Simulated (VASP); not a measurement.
# B (P4/mmm) in VASP: a series of runs, part 2 of 2

VASP 6.6.1. The steps go on from the part before.

### 4 Single point, PBE

This run uses another cell than the first one, of 8.49 Å³/atom, 1.006 times its volume.

Contents of INCAR:

```
ALGO = Normal
EDIFF = 1E-6
ENCUT = 520
GGA = PE
ISIF = 2
ISMEAR = 0
LASPH = T
LCHARG = F
LREAL = F
LWAVE = F
NBANDS = 22
NELM = 100
PREC = Accurate
SIGMA = 0.1
```

Contents of KPOINTS:

```
k-points
0
Gamma
  10 10 10
```

Contents of POSCAR:

```
B
1.0
    4.1931684086      0.0000000000      0.0000000000
    0.0000000000      4.1931684086      0.0000000000
    0.0000000000      0.0000000000      3.8636886010
B
8
Direct
    0.7966903958      0.5000000000      0.2500000000
    0.5000000000      0.7966903958      0.7500000000
    0.5000000000      0.2033096042      0.7500000000
    0.7966903958      0.5000000000      0.7500000000
    0.2033096042      0.5000000000      0.7500000000
    0.2033096042      0.5000000000      0.2500000000
    0.5000000000      0.7966903958      0.2500000000
    0.5000000000      0.2033096042      0.2500000000
```

Potentials or basis: VASP PAW PBE potentials, release 64 (B).

The run is started by

```
$ cat potpaw_PBE.64/B/POTCAR > POTCAR
$ mpirun -np 1 vasp_std > vasp.out
```

OUTCAR:

```text
EDIFF = 1E-6
   ENCUT = 520
   GGA = PE
   ISIF = 2
   ISMEAR = 0
   LASPH = T
   LREAL = F
   NELM = 100
   PREC = Accurate

 ion  position               nearest neighbor table
   1  0.797  0.500  0.250-   6 1.71   7 1.76   8 1.76   4 1.93   4 1.93
   2  0.500  0.797  0.750-   3 1.71   4 1.76   5 1.76   7 1.93   7 1.93
   3  0.500  0.203  0.750-   2 1.71   4 1.76   5 1.76   8 1.93   8 1.93
   4  0.797  0.500  0.750-   5 1.71   3 1.76   2 1.76   1 1.93   1 1.93
   5  0.203  0.500  0.750-   4 1.71   3 1.76   2 1.76   6 1.93   6 1.93
   6  0.203  0.500  0.250-   1 1.71   7 1.76   8 1.76   5 1.93   5 1.93
   7  0.500  0.797  0.250-   8 1.71   6 1.76   1 1.76   2 1.93   2 1.93
   8  0.500  0.203  0.250-   7 1.71   6 1.76   1 1.76   3 1.93   3 1.93
[... 7 lines left out ...]
 A1 = (   4.1931684086,   0.0000000000,   0.0000000000)
 A2 = (   0.0000000000,   4.1931684086,   0.0000000000)
 A3 = (   0.0000000000,   0.0000000000,   3.8636886010)

Analysis of symmetry for initial positions (statically):
=====================================================================
 Subroutine PRICEL returns following result:

  LATTYP: Found a simple tetragonal cell.
 ALAT       =     4.1931684086
 C/A-ratio  =     0.4607123092

[... 196 lines left out ...]
 cond. band min:       4.3683838015   @ k =   0.5000   0.4000   0.0000
 fundamental gap:      0.0016732105
 Fermi energy:         4.3670967697

 k-point     1 :       0.0000    0.0000    0.0000
  band No.  band energies     occupation
      1     -10.2705      2.00000
      2      -4.1382      2.00000
      3      -3.2413      2.00000
      4      -3.0243      2.00000
      5      -3.0243      2.00000
      6      -2.9102      2.00000
[... 589 lines left out ...]
     21      14.6685      0.00000
     22      15.4992      0.00000

 [... further k-points ...]
[... 5 lines left out ...]
  --------------------------------------------------------------------------------------
  -------------------------------------------------------------------------------------
  Total        0.0199670      0.0199670     -0.0201485      0.0000000      0.0000000     -0.0000000
  in kB        0.4709081      0.4709081     -0.4751882      0.0000000      0.0000000     -0.0000000
  external PRESSURE =       0.1555427 kB  Pullay stress =       0.0000000 kB

 VOLUME and BASIS-vectors are now :
 -----------------------------------------------------------------------------
  energy-cutoff  :      520.00
  volume of cell :       67.93
      direct lattice vectors                 reciprocal lattice vectors
     4.193168409  0.000000000  0.000000000     0.238483147  0.000000000  0.000000000
     0.000000000  4.193168409  0.000000000     0.000000000  0.238483147  0.000000000
     0.000000000  0.000000000  3.863688601     0.000000000  0.000000000  0.258820030

 POSITION                                       TOTAL-FORCE (eV/Angst)
 -----------------------------------------------------------------------------------
      3.34066      2.09658      0.96592         0.001098     -0.000000     -0.000000
      2.09658      3.34066      2.89777        -0.000000      0.001098     -0.000000
      2.09658      0.85251      2.89777        -0.000000     -0.001098      0.000000
      3.34066      2.09658      2.89777         0.001098     -0.000000      0.000000
      0.85251      2.09658      2.89777        -0.001098     -0.000000      0.000000
      0.85251      2.09658      0.96592        -0.001098     -0.000000      0.000000
      2.09658      3.34066      0.96592        -0.000000      0.001098      0.000000
      2.09658      0.85251      0.96592        -0.000000     -0.001098     -0.000000
 -----------------------------------------------------------------------------------
    total drift:                                0.000000     -0.000000      0.000000

  FREE ENERGIE OF THE ION-ELECTRON SYSTEM (eV)
  ---------------------------------------------------
  free  energy   TOTEN  =       -46.8934895690 eV

  energy  without entropy=      -46.8792637615  energy(sigma->0) =      -46.88637667
```

Wall time 3.8 min (1 thread of AMD EPYC 7R43 (Zen 3), shared host); peak memory 0.22 GiB.

What came out:

```
Free energy            : -46.8935 eV
Pressure               : 0.0 GPa
Band gap on the k mesh : zero (band 12 reaches 5.33 eV, above the bottom of band 13 at 3.80 eV)
```

### 5 The runs side by side

```tsv
task	cell	k mesh	cutoff (eV)	gap on the mesh (eV)	pressure (GPa)
relaxation of cell and atoms	relaxed from a = 4.203, b = 4.203, c = 3.824 Å, 8 atoms	10 × 10 × 10	600	none	0.1
single point	a = 4.203, b = 4.203, c = 3.824 Å, 8 atoms	10 × 10 × 8	520	none	0.0
single point	a = 4.193, b = 4.193, c = 3.864 Å, 8 atoms	10 × 10 × 10	520	none	0.0
```

Alike in all rows: level PBE; potentials or basis VASP PAW PBE potentials, release 64 (B); no spin polarisation; smearing gaussian 0.1 eV.

Total energies depend on the potentials used, so only differences within one code and one set of settings carry meaning.
